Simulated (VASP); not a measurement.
Write the native input for VASP 6.6.1 that does the following.

| Quantity | Value |
| --- | --- |
| Task | single point |
| Functional | r2SCAN |
| Potentials or basis | VASP PAW PBE potentials, release 64 (Mg, O) |
| Cutoff | 520 eV |
| k mesh | 10 × 10 × 10 |
| Occupations | gaussian, width 0.01 eV |
| Spin | no spin polarisation |
| Dipole correction | no |
| Further INCAR settings | ALGO = Normal; EDIFF = 1e-06; NBANDS = 11 |

Crystal: MgO.

```
CELL_PARAMETERS angstrom
0.01872 2.09986 2.09986
2.09986 0.01872 2.09986
2.09986 2.09986 0.01872
ATOMIC_POSITIONS crystal
Mg 0.00000 0.00000 0.00000
O 0.50000 0.50000 0.50000
```

This cell differs from its parent crystal: epitaxial 111 strain -1.0%.

One way to write it, as run:

POSCAR

```
MgO
1.0
    0.0187185858      2.0998643271      2.0998643271
    2.0998643271      0.0187185858      2.0998643271
    2.0998643271      2.0998643271      0.0187185858
Mg O
1 1
Direct
    0.0000000000      0.0000000000      0.0000000000
    0.5000000000      0.5000000000      0.5000000000
```

INCAR.step1

```
PREC = Accurate
ENCUT = 520
ISMEAR = 0
SIGMA = 0.01
LREAL = False
LASPH = True
NELM = 80
NBANDS = 11
GGA = PE
ALGO = Normal
EDIFF = 1E-4
LWAVE = True
LCHARG = False
```

INCAR.step2

```
PREC = Accurate
ENCUT = 520
EDIFF = 1E-6
ISMEAR = 0
SIGMA = 0.01
LREAL = False
LASPH = True
NELM = 80
ALGO = Normal
ISIF = 2
LWAVE = False
LCHARG = False
METAGGA = R2SCAN
LMIXTAU = True
NBANDS = 11
ISTART = 1
```

KPOINTS

```
Automatic mesh
0
Gamma
  10 10 10
```

Potentials or basis: VASP PAW PBE potentials, release 64 (Mg, O).

Command:

```bash
$ cat potpaw_PBE.64/Mg/POTCAR potpaw_PBE.64/O/POTCAR > POTCAR
$ cp INCAR.step1 INCAR
$ mpirun -np 1 vasp_std > vasp.out
$ cp INCAR.step2 INCAR
$ mpirun -np 1 vasp_std > vasp.out
```

It gave:

The pressure is 1.7 GPa and the band gap on the k mesh is 5.79 eV, direct.

Caveat: the cell differs from its parent crystal (epitaxial 111 strain -1.0%); the PAW data sets were made with another functional, which shifts forces and pressure a little.

Wall time 26 s on 1 thread of Intel(R) Xeon(R) 6975P-C (Granite Rapids), on a shared host, peak memory 0.16 GiB.
